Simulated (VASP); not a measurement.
Runs of VASP 6.6.1 on SrCl2. The structure is that of space group I4/mmm (No. 139), or close to it. The cells are those of the table. 

```csv
cell,gap on the mesh (eV),pressure (GPa)
"a = 4.832, b = 4.832, c = 4.929 Å, angles 59.3, 59.3, 61.3°, 3 atoms",4.81,-1.2
"a = 4.736, b = 4.736, c = 4.929 Å, angles 58.6, 58.6, 62.7°, 3 atoms",4.57,0.7
"a = 4.736, b = 4.736, c = 4.535 Å, angles 61.4, 61.4, 57.2°, 3 atoms",(b),(a)
"a = 4.635, b = 4.635, c = 4.732 Å, angles 59.3, 59.3, 61.4°, 3 atoms",4.74,5.2
"a = 4.840, b = 4.840, c = 4.535 Å, angles 62.1, 62.1, 55.9°, 3 atoms",4.23,3.0
"a = 4.945, b = 4.945, c = 4.535 Å, angles 62.7, 62.7, 54.6°, 3 atoms",3.81,1.1
```

Alike in all rows: task single point; level LDA; potentials or basis VASP PAW LDA potentials, release 64 (Sr_sv, Cl); no spin polarisation; k mesh 6 × 6 × 6; cutoff (eV) 520; smearing gaussian 0.05 eV.

**Question.** Estimate the missing entries.

**Answer.** (a) 5.4; (b) 4.66.

Caveats: the cell stands under pressure (at least some runs).

A k mesh can miss the band edges, and the runs leave out spin-orbit coupling on Sr.
